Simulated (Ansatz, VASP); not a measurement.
# One calculation of BN, two programs

File INCAR:

```
SYSTEM = BN
ALGO = Normal ; EDIFF = 1E-6
ENCUT = 520 ; GGA = PS
ISIF = 2 ; ISMEAR = 0
LASPH = .True. ; LCHARG = .False.
LREAL = .False. ; LWAVE = .False.
NBANDS = 11 ; NELM = 60
PREC = Accurate ; SIGMA = 0.05
```

Contents of KPOINTS:

```
k-points
0
Gamma
  12 12 12
  0 0 0
```

File POSCAR:

```
BN
1.0
    1.2511217832      0.7223354983      3.3729344033
   -1.2511217832      0.7223354983      3.3729344033
    0.0000000000     -1.4446709967      3.3729344033
B N
1 1
Direct
    0.9996712000      0.9996712000      0.9996712000
    0.4497690771      0.3014097946      0.2471065283
```

Input for Ansatz:

```yaml
crystal:
  lattice:
    - [1.2511217832, 0.7223354983, 3.3729344033]
    - [-1.2511217832, 0.7223354983, 3.3729344033]
    - [0.0, -1.4446709967, 3.3729344033]
  atoms:
    - { symbol: B, position: [0.9996712, 0.9996712, 0.9996712] }
    - { symbol: "N", position: [0.4497690771, 0.3014097946, 0.2471065283] }
basis:
  ecutwfc: 420
kpoints:
  mp_grid: { grid: [12, 12, 12] }
hamiltonian:
  xc: pbesol
scf:
  occupations: { method: gaussian, width: 0.05 }
output:
  forces: true
  stress: true
  eigenvalues: true
```

Change from the starting cell: all N atoms moved +0.263 Å, as atom 2 along Cartesian [1 1 0].

Alike in both runs: task single point; functional PBEsol; k mesh 12 × 12 × 12; occupations gaussian, width 0.05 eV; no spin polarisation.

|  | VASP | Ansatz |
| --- | --- | --- |
| version | VASP 6.6.1 | Ansatz 0.2.0 |
| potentials or method | VASP PAW PBE potentials, release 64 (B, N), cutoff 520 eV | scalar-relativistic, plane waves, PAW |
| valence electrons in the cell | 8 | 8 |

```csv
,VASP,Ansatz,Ansatz less VASP
gap on the k mesh at the Fermi level (eV),1.78,1.80,+0.018
least direct gap on the mesh (eV),3.69,3.70,+0.008
rms of the force components (eV/Å),9.450,9.387,-0.0622
```

VASP's potentials were made for PBE, not for PBEsol. Atom by atom the forces differ by 0.063 eV/Å (rms over components).
